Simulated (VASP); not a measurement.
# AlSi23HO48 (a cell with a defect) in VASP: a series of runs, part 2 of 2

VASP 6.6.1. The steps go on from the part before.

## 4. Single point, PBE

Input file INCAR:

```
PREC = Accurate ; ENCUT = 520
EDIFF = 1E-6 ; ISMEAR = 0
SIGMA = 0.02 ; LREAL = Auto
LASPH = T ; NELM = 80
ALGO = Normal ; ISIF = 2
LWAVE = F ; LCHARG = F
GGA = PE ; NBANDS = 234
```

Input file KPOINTS:

```
regular mesh
0
Gamma
  1 1 1
```

Input file POSCAR:

```
AlSi23HO48
1.0
    9.8316000000      0.0000000000      0.0000000000
   -4.9158000000      8.5144150000      0.0000000000
    0.0000000000      0.0000000000     10.8182000000
Si O Al H
23 48 1 1
Direct
    0.2707910000      0.0001523800      0.1602280000
    0.0031078000      0.2738780000      0.3372560000
    0.2257670000      0.2327160000      0.0010558000
    0.2662600000      0.9963501000      0.6615830000
    0.9973292000      0.2695350000      0.8371510000
    0.2324570000      0.2240680000      0.4965950000
    0.2683800000      0.5020170000      0.1688810000
    0.0046040000      0.7704050000      0.3332450000
    0.2307490000      0.7280770000      0.9952677000
    0.9983032000      0.7660620000      0.8316270000
    0.2377440000      0.7355440000      0.4972600000
    0.7690230000      0.0099828000      0.1657910000
    0.4987680000      0.2630270000      0.3282030000
    0.7271050000      0.2349560000      0.9983316000
    0.7699370000      0.0028498000      0.6656050000
    0.4897170000      0.2690740000      0.8299280000
    0.7308480000      0.2336040000      0.5005640000
    0.7687620000      0.5019070000      0.1691910000
    0.5008740000      0.7728650000      0.3307920000
    0.7444360000      0.7446600000      0.0064547000
    0.7574780000      0.5006330000      0.6641390000
    0.5087570000      0.7701700000      0.8400500000
    0.7367760000      0.7400850000      0.4952760000
    0.0669990000      0.2014560000      0.4423840000
    0.2933680000      0.3635730000      0.1109120000
    0.1424440000      0.4380810000      0.2816240000
    0.2047280000      0.0687820000      0.0535790000
    0.3563660000      0.2834140000      0.3811320000
    0.4374350000      0.1364230000      0.2151890000
    0.0572690000      0.2009390000      0.9500830000
    0.3010870000      0.3461210000      0.6088230000
    0.1344440000      0.4335340000      0.7872490000
    0.2007330000      0.0538050000      0.5466670000
    0.3529940000      0.2961840000      0.8878520000
    0.4270900000      0.1377590000      0.7214780000
    0.0715580000      0.7136130000      0.4468100000
    0.3013150000      0.8671760000      0.0981760000
    0.1415890000      0.9302960000      0.2706040000
    0.2028910000      0.5674830000      0.0590350000
    0.3642020000      0.8036030000      0.3831170000
    0.4353540000      0.6407000000      0.2216290000
    0.0661520000      0.7023680000      0.9406990000
    0.3041460000      0.8641220000      0.6100360000
    0.1352720000      0.9272650000      0.7715610000
    0.2152660000      0.5737100000      0.5473820000
    0.3559620000      0.7787600000      0.8802220000
    0.4552200000      0.6206830000      0.7368980000
    0.5674600000      0.2010270000      0.4380930000
    0.7921120000      0.3639660000      0.1091680000
    0.6354010000      0.4319020000      0.2765330000
    0.6982380000      0.0688910000      0.0545700000
    0.8699110000      0.3055760000      0.3976290000
    0.9302700000      0.1514330000      0.2220930000
    0.5657320000      0.2155110000      0.9399210000
    0.7780370000      0.3568910000      0.6150950000
    0.6163690000      0.4405850000      0.7689160000
    0.7068080000      0.0694810000      0.5556000000
    0.8542380000      0.2926750000      0.8876010000
    0.9311320000      0.1375530000      0.7265500000
    0.5713950000      0.7143480000      0.4420600000
    0.8084990000      0.8785630000      0.1125620000
    0.6388960000      0.9375190000      0.2749870000
    0.7126420000      0.5782480000      0.0609500000
    0.8670440000      0.8013900000      0.3856450000
    0.9344440000      0.6342550000      0.2273320000
    0.5771530000      0.7178900000      0.9544130000
    0.7978400000      0.8654860000      0.6093110000
    0.6340290000      0.9297530000      0.7728060000
    0.7053340000      0.5729530000      0.5507980000
    0.8663110000      0.8003780000      0.8909460000
    0.9205510000      0.6317050000      0.7255820000
    0.2600150000      0.4856160000      0.6635380000
    0.5066799800      0.5673115300      0.7475243300
```

Potentials or basis: VASP PAW PBE potentials, release 64 (Si, O, Al, H).

The run is started by

```sh
$ cat potpaw_PBE.64/Si/POTCAR potpaw_PBE.64/O/POTCAR potpaw_PBE.64/Al/POTCAR potpaw_PBE.64/H/POTCAR > POTCAR
$ mpirun -np 1 vasp_gam > vasp.out
```

OUTCAR:

```text
PREC = Accurate
   ENCUT = 520
   EDIFF = 1E-6
   ISMEAR = 0
   LREAL = Auto
   LASPH = T
   NELM = 80
   ISIF = 2
   GGA = PE

 ion  position               nearest neighbor table
   1  0.271  0.000  0.160-  29 1.62  38 1.62  37 1.63  27 1.63  13 3.04   3 3.07   9 3.07   8 3.09

   2  0.003  0.274  0.337-  26 1.62  24 1.63  52 1.63  53 1.63   7 3.05  17 3.06   6 3.07  12 3.08

   3  0.226  0.233  0.001-  30 1.62  27 1.62  25 1.63  34 1.64   5 3.02  16 3.06   7 3.06   1 3.07
[... 33 lines left out ...]
  20  0.744  0.745  0.006-  63 1.62  61 1.62  70 1.63  66 1.63  12 3.03  22 3.04  10 3.05  18 3.07

  21  0.757  0.501  0.664-  55 1.61  71 1.61  69 1.62  56 1.65  16 3.06  23 3.07  17 3.07  10 3.09

  22  0.509  0.770  0.840-  68 1.60  46 1.61  66 1.61  47 1.71  20 3.04   9 3.05  15 3.08
  23  0.737  0.740  0.495-  60 1.62  64 1.62  69 1.63  67 1.63   8 3.05  15 3.06  19 3.07  21 3.07

  24  0.067  0.201  0.442-   2 1.63   6 1.64
  25  0.293  0.364  0.111-   7 1.63   3 1.63
  26  0.142  0.438  0.282-   2 1.62   7 1.62
  27  0.205  0.069  0.054-   3 1.62   1 1.63
  28  0.356  0.283  0.381-  13 1.62   6 1.64
  29  0.437  0.136  0.215-   1 1.62  13 1.63
[... 15 lines left out ...]
  45  0.215  0.574  0.547-  11 1.59  72 1.70
  46  0.356  0.779  0.880-  22 1.61   9 1.64
  47  0.455  0.621  0.737-  73 0.90  22 1.71  72 1.88
  48  0.567  0.201  0.438-  17 1.62  13 1.63
  49  0.792  0.364  0.109-  18 1.62  14 1.63
  50  0.635  0.432  0.277-  18 1.62  13 1.63
  51  0.698  0.069  0.055-  14 1.63  12 1.63
  52  0.870  0.306  0.398-  17 1.63   2 1.63
  53  0.930  0.151  0.222-  12 1.62   2 1.63
[... 16 lines left out ...]
  70  0.866  0.800  0.891-  20 1.63  10 1.63
  71  0.921  0.632  0.726-  21 1.61  10 1.62
  72  0.260  0.486  0.664-  45 1.70  32 1.72  31 1.72  47 1.88   5 3.04   6 3.04  11 3.14
  73  0.507  0.567  0.748-  47 0.90

  LATTYP: Found a hexagonal cell.
 ALAT       =     9.8316000000
 C/A-ratio  =     1.1003498922

  Lattice vectors:

 A1 = (   9.8316000000,   0.0000000000,   0.0000000000)
 A2 = (  -4.9158000000,   8.5144150000,   0.0000000000)
 A3 = (   0.0000000000,   0.0000000000,  10.8182000000)

Analysis of symmetry for initial positions (statically):
=====================================================================
 Subroutine PRICEL returns:
 Original cell was already a primitive cell.

 Routine SETGRP: Setting up the symmetry group for a
 hexagonal supercell.

 Subroutine GETGRP returns: Found  1 space group operations
 (whereof  1 operations were pure point group operations)
 out of a pool of 24 trial point group operations.

The static configuration has the point symmetry C_1 .

Analysis of symmetry for dynamics (positions and initial velocities):
=====================================================================
 Subroutine PRICEL returns:
 Original cell was already a primitive cell.

 Routine SETGRP: Setting up the symmetry group for a
 hexagonal supercell.

 Subroutine GETGRP returns: Found  1 space group operations
 (whereof  1 operations were pure point group operations)
 out of a pool of 24 trial point group operations.

The dynamic configuration has the point symmetry C_1 .

 Subroutine INISYM returns: Found  1 space group operations
[... 185 lines left out ...]

  Shift w.r.t. Gamma in fractional coordinates (k-lattice)
     0.000000000  0.000000000  0.000000000

 Subroutine IBZKPT returns following result:
 ===========================================

 Found      1 irreducible k-points:

 Following reciprocal coordinates:
            Coordinates               Weight
  0.000000  0.000000  0.000000      1.000000
   k-points           NKPTS =      1   k-points in BZ     NKDIM =      1   number of bands    NBANDS=    234
   number of dos      NEDOS =    301   number of ions     NIONS =     73
   total plane-waves  NPLWV = 512000
   dimension x,y,z NGX =    80 NGY =   80 NGZ =   80
   dimension x,y,z NGXF=   160 NGYF=  160 NGZF=  160
   ions per type =              23  48   1   1
   NGX,Y,Z   is equivalent  to a cutoff of  13.53, 13.53, 12.29 a.u.
   NGXF,Y,Z  is equivalent  to a cutoff of  27.05, 27.05, 24.59 a.u.
 SYSTEM =  unknown system
   PREC   = accura    normal or accurate (medium, high low for compatibility)
   ISTART =      0    job   : 0-new  1-cont  2-samecut
   ICHARG =      2    charge: 1-file 2-atom 10-const
   ISPIN  =      1    spin polarized calculation?
   LNONCOLLINEAR =      F non collinear calculations
   LSORBIT =      F    spin-orbit coupling
   LASPH  =      T    aspherical Exc in radial PAW
   ENCUT  =  520.0 eV  38.22 Ry    6.18 a.u.  18.28 18.28 20.11*2*pi/ulx,y,z
   NELM   =     80;   NELMIN=  2; NELMDL= -5     # of ELM steps
   EDIFF  = 0.1E-05   stopping-criterion for ELM
   LREAL  =      T    real-space projection
   EDIFFG = 0.1E-04   stopping-criterion for IOM
   NSW    =      0    number of steps for IOM
   IBRION =     -1    ionic relax: 0-MD 1-quasi-New 2-CG
   NFREE  =      0    steps in history (QN), initial steepest desc. (CG)
   ISIF   =      2    stress and relaxation
   ISYM   =      2    0-nonsym 1-usesym 2-fastsym
   POTIM  = 0.5000    time-step for ionic-motion
   TEBEG  =    0.0;   TEEND  =   0.0 temperature during run
   PSTRESS=    0.0 pullay stress
   NELECT =     384.0000    total number of electrons
   NUPDOWN=      -1.0000    fix difference up-down
   EMIN   =  10.00;   EMAX   =-10.00  energy-range for DOS
   EFERMI =   0.00;   METHOD = LEGACY
   ISMEAR =     0;   SIGMA  =   0.02  broadening in eV -4-tet -1-fermi 0-gaus
   EFERMI_NEDOS =   21; number of points for ismear=-14 and -15
   IALGO  =     38    algorithm
   IMIX   =      4    mixing-type and parameters
     AMIX     =   0.40;   BMIX     =  1.00
     AMIX_MAG =   1.60;   BMIX_MAG =  1.00
  volume/ion in A,a.u.               =      12.41        83.72
  Fermi-wavevector in a.u.,A,eV,Ry     =   1.229912  2.324196 20.581296  1.512683
  Thomas-Fermi vector in A             =   2.364781
   LORBIT       =      0    0 simple, 1 ext, 2 COOP (PROOUT), +10 PAW based schemes
   GGA     = PE    functional components
   LHFCALC =     F    Hartree Fock is set to
   AEXX    =    0.0000 exact exchange contribution
   IVDW    =     0    specifies the selected vdW correction
   LEPSILON=     F    determine dielectric tensor
   LRPA    =     F    only Hartree local field effects (RPA)
 non-spin polarized calculation
 Gauss-broadening in eV      SIGMA  =   0.02
  energy-cutoff  :      520.00
  volume of cell :      905.60
 maximum number of plane-waves:     12195
 NGX is ok and might be reduce to    80
   NGX = 37   NGY = 37   NGZ = 41

 number of electron     384.0000041 magnetization

 Free energy of the ion-electron system (eV)
  ---------------------------------------------------
  ext. energy  EPLUGINS =         0.00000000
  ---------------------------------------------------
  free energy    TOTEN  =      -570.01620011 eV

  energy without entropy =     -570.01620011  energy(sigma->0) =     -570.01620011

 E-fermi :   1.5877     XC(G=0):  -9.2650

 val. band max:        1.4891782446   @ k =   0.0000   0.0000   0.0000
 cond. band min:       6.9031277535   @ k =   0.0000   0.0000   0.0000
 fundamental gap:      5.4139495089
 Fermi energy:         1.5877283896

 k-point     1 :       0.0000    0.0000    0.0000
  band No.  band energies     occupation
      1     -19.2180      2.00000
      2     -18.1752      2.00000
      3     -17.8350      2.00000
      4     -17.7518      2.00000
      5     -17.7471      2.00000
      6     -17.7205      2.00000
[... 196 lines left out ...]
    203       9.9106      0.00000
    204       9.9943      0.00000
 [bands above 204 left out]

------------------------ aborting loop because EDIFF is reached ----------------------------------------

  FORCE on cell =-STRESS in cart. coord.  units (eV):
  Direction    XX          YY          ZZ          XY          YZ          ZX
  --------------------------------------------------------------------------------------
  -------------------------------------------------------------------------------------
  Total       17.4637811     18.1530001     17.4805636     -1.5454088     -0.9718413      0.1408056
  in kB       30.8968952     32.1162605     30.9265867     -2.7341349     -1.7193802      0.2491130
  external PRESSURE =      31.3132475 kB  Pullay stress =       0.0000000 kB

 VOLUME and BASIS-vectors are now :
 -----------------------------------------------------------------------------
  energy-cutoff  :      520.00
  volume of cell :      905.60
      direct lattice vectors                 reciprocal lattice vectors
     9.831600000  0.000000000  0.000000000     0.101712844  0.058723941  0.000000000
    -4.915800000  8.514415000  0.000000000     0.000000000  0.117447881  0.000000000
     0.000000000  0.000000000 10.818200000     0.000000000  0.000000000  0.092436819

 POSITION                                       TOTAL-FORCE (eV/Angst)
 -----------------------------------------------------------------------------------
      2.66156      0.00130      1.73338         0.007297      0.003444     -0.004875
     -1.31577      2.33191      3.64850        -0.011023      0.014907     -0.000664
      1.07567      1.98144      0.01142         0.024843     -0.007980     -0.016613
     -2.28010      8.48334      7.15714         0.020398      0.027534      0.035568
      8.48036      2.29493      9.05647        -0.033146     -0.038330      0.019514
      1.18395      1.90781      5.37226        -0.011799     -0.035484     -0.042540
[... 65 lines left out ...]
      0.16917      4.13474      7.17829        -0.102148     -0.042522     -0.052672
      2.19268      4.83033      8.08687         4.657958     -2.735412      0.637317
 -----------------------------------------------------------------------------------
    total drift:                               -0.013340     -0.037453     -0.029105

  FREE ENERGIE OF THE ION-ELECTRON SYSTEM (eV)
  ---------------------------------------------------
  free  energy   TOTEN  =      -570.0162001067 eV

  energy  without entropy=     -570.0162001067  energy(sigma->0) =     -570.01620011
```

Run time: 14 min. Hardware: 1 thread of Intel Xeon 8259CL, shared host; peak memory 0.99 GiB.

What came out:

```
Free energy            : -570.0162 eV
Pressure               : 3.1 GPa
Largest force          : 5.439 eV/Å
Band gap on the k mesh : 5.41 eV
```

Forces in eV/Å, atoms in the order of the input:
```
Si   0.007  0.003 -0.005
Si  -0.011  0.015 -0.001
Si   0.025 -0.008 -0.017
Si   0.020  0.028  0.036
Si  -0.033 -0.038  0.020
Si  -0.012 -0.035 -0.043
Si   0.011 -0.011  0.002
Si  -0.012  0.013 -0.003
Si  -0.028 -0.012  0.004
Si  -0.009 -0.018 -0.024
Si  -0.029  0.019 -0.012
Si   0.012  0.007 -0.003
Si   0.006  0.012  0.003
Si  -0.045 -0.005 -0.010
Si   0.016  0.025 -0.022
Si   0.051  0.166 -0.077
Si  -0.013  0.021  0.029
Si   0.007 -0.005 -0.010
Si   0.003  0.011 -0.004
Si   0.038 -0.025  0.003
Si  -0.100 -0.064  0.127
Si  -0.107  0.167  0.091
Si   0.028 -0.041 -0.004
O    0.010  0.010  0.009
O   -0.013 -0.002 -0.003
O    0.004 -0.001 -0.002
O    0.008  0.000  0.012
O   -0.014 -0.006  0.015
O   -0.005  0.003  0.009
O   -0.018  0.008 -0.014
O   -0.018  0.071  0.053
O    0.057  0.068 -0.041
O   -0.002  0.008 -0.009
O   -0.046 -0.017  0.034
O   -0.022 -0.044 -0.017
O    0.021  0.007  0.004
O   -0.006 -0.012 -0.010
O    0.009 -0.010 -0.005
O    0.014  0.004  0.000
O   -0.010 -0.013  0.011
O   -0.005  0.007  0.004
O    0.010  0.013  0.001
O    0.004 -0.026 -0.016
O    0.014 -0.002 -0.011
O    0.043 -0.036  0.045
O    0.029 -0.029 -0.015
O   -4.602  2.677 -0.645
O   -0.006  0.008 -0.013
O   -0.010 -0.002 -0.002
O    0.007 -0.002 -0.001
O    0.013 -0.002  0.006
O    0.008 -0.012 -0.005
O   -0.008  0.006  0.007
O    0.022 -0.013  0.026
O    0.025 -0.027 -0.044
O    0.136 -0.108 -0.007
O    0.014 -0.006  0.009
O    0.030 -0.011 -0.006
O   -0.007  0.015  0.018
O   -0.010  0.011 -0.001
O   -0.019 -0.005 -0.005
O    0.005 -0.012 -0.001
O    0.008  0.008  0.012
O   -0.001 -0.008  0.000
O   -0.007  0.014  0.011
O   -0.027 -0.012 -0.059
O   -0.019 -0.004  0.003
O    0.007 -0.043 -0.014
O   -0.005  0.044 -0.034
O   -0.011 -0.002  0.015
O    0.012  0.040  0.011
Al  -0.102 -0.043 -0.053
H    4.658 -2.735  0.637
```

Caveat: the k points lie up to 0.74 Å⁻¹ apart.

## 5. Single point, PBE

Input file INCAR:

```
SYSTEM = AlSi23HO48
PREC = Accurate
ENCUT = 520
EDIFF = 1E-6
ISMEAR = 0
SIGMA = 0.02
LREAL = Auto
LASPH = .True.
NELM = 60
ALGO = Normal
ISIF = 2
LWAVE = .False.
LCHARG = .True.
GGA = PE
LELF = .True.
LVHAR = .True.
NBANDS = 234
```

Input file KPOINTS:

```
Automatic mesh
0
Gamma
  1 1 1
  0 0 0
```

Edit POSCAR of step 4 so:

```diff
@@ -80,2 +80,2 @@
     0.2600150000      0.4856160000      0.6635380000
-    0.5066799800      0.5673115300      0.7475243300
+    0.5101106500      0.5637534300      0.7482327500
```

The run is started by

```sh
$ cat potpaw_PBE.64/Si/POTCAR potpaw_PBE.64/O/POTCAR potpaw_PBE.64/Al/POTCAR potpaw_PBE.64/H/POTCAR > POTCAR
$ mpirun -np 1 vasp_gam > vasp.out
```

Run time: 15 min. Hardware: 1 thread of Intel Xeon 8259CL, shared host; peak memory 0.99 GiB.

It converged, with:

```
Free energy            : -570.2179 eV
Pressure               : 2.9 GPa
Largest force          : 1.584 eV/Å
Band gap on the k mesh : 5.40 eV
```

Forces on the atoms (eV/Å):
```
Si   0.009 -0.002 -0.004
Si  -0.006  0.016 -0.001
Si   0.011 -0.008 -0.006
Si   0.017  0.012  0.024
Si  -0.024 -0.029  0.008
Si  -0.016 -0.030 -0.037
Si   0.009 -0.005 -0.001
Si  -0.010  0.014 -0.003
Si  -0.010 -0.010 -0.010
Si  -0.003 -0.005 -0.009
Si  -0.019  0.011 -0.007
Si   0.013  0.002 -0.003
Si   0.002  0.012  0.001
Si  -0.026 -0.010 -0.001
Si   0.006  0.009 -0.005
Si   0.021  0.069 -0.031
Si  -0.006  0.004  0.017
Si   0.008 -0.002 -0.007
Si   0.004  0.008 -0.001
Si   0.008 -0.017  0.002
Si  -0.027 -0.027  0.051
Si  -0.064  0.057  0.016
Si   0.008 -0.022 -0.003
O    0.008  0.009  0.007
O   -0.010 -0.006 -0.006
O    0.004 -0.003 -0.002
O    0.008  0.003  0.009
O   -0.010 -0.006  0.013
O   -0.004  0.005  0.008
O   -0.014  0.006 -0.012
O   -0.011  0.047  0.040
O    0.040  0.052 -0.034
O    0.001  0.006 -0.007
O   -0.022 -0.010  0.019
O   -0.014 -0.018 -0.007
O    0.016  0.008  0.003
O   -0.010 -0.008 -0.006
O    0.008 -0.009 -0.005
O    0.013  0.002  0.004
O   -0.011 -0.011  0.009
O   -0.005  0.006  0.004
O    0.001  0.012 -0.002
O   -0.001 -0.018 -0.013
O    0.014 -0.002 -0.012
O    0.030 -0.033  0.034
O    0.002 -0.018  0.006
O   -1.346  0.762 -0.178
O   -0.004  0.010 -0.009
O   -0.012 -0.003 -0.005
O    0.008 -0.003  0.000
O    0.009  0.003  0.004
O    0.003 -0.010 -0.001
O   -0.008  0.007  0.008
O    0.011  0.002  0.007
O    0.006 -0.014 -0.022
O    0.055 -0.046 -0.006
O    0.010  0.003  0.004
O    0.019 -0.011 -0.003
O   -0.006  0.016  0.018
O   -0.005  0.011 -0.005
O   -0.015 -0.003 -0.002
O    0.005 -0.010 -0.002
O    0.012  0.002  0.010
O    0.001 -0.011  0.002
O   -0.009  0.012  0.010
O    0.000 -0.002 -0.019
O   -0.010 -0.006 -0.004
O    0.015 -0.012 -0.018
O    0.002  0.024 -0.012
O   -0.004 -0.007  0.009
O   -0.003  0.021  0.008
Al  -0.030  0.006 -0.009
H    1.356 -0.801  0.174
```

Stress tensor (GPa, compression positive):
```
 2.63  0.00 -0.05
 0.00  3.06 -0.15
-0.05 -0.15  3.09
```

Levels at points of the mesh, in eV from the valence-band top:
| k point | band 190 | band 191 | band 192 | band 193 | band 194 | band 195 |
| --- | --- | --- | --- | --- | --- | --- |
| (0.00, 0.00, 0.00) | -0.35 | -0.22 | 0.00 | 5.40 | 7.25 | 7.40 |

Caveat: the k points lie up to 0.74 Å⁻¹ apart.

## 6. Summary

| cell | gap on the mesh (eV) | pressure (GPa) | largest force (eV/Å) |
| --- | --- | --- | --- |
| as given, atomic positions A | 5.44 | 3.8 | 20.99 |
| as given, atomic positions B | 5.43 | 3.4 | 11.52 |
| as given, atomic positions C | 5.41 | 3.1 | 5.44 |
| as given, atomic positions D | 5.40 | 2.9 | 1.58 |

Alike in all rows: task single point; level PBE; potentials or basis VASP PAW PBE potentials, release 64 (Si, O, Al, H); no spin polarisation; k mesh 1 × 1 × 1; cutoff (eV) 520; smearing gaussian 0.02 eV.

Caveats: all runs use coarse meshes.

Total energies depend on the potentials used, so only differences within one code and one set of settings carry meaning.
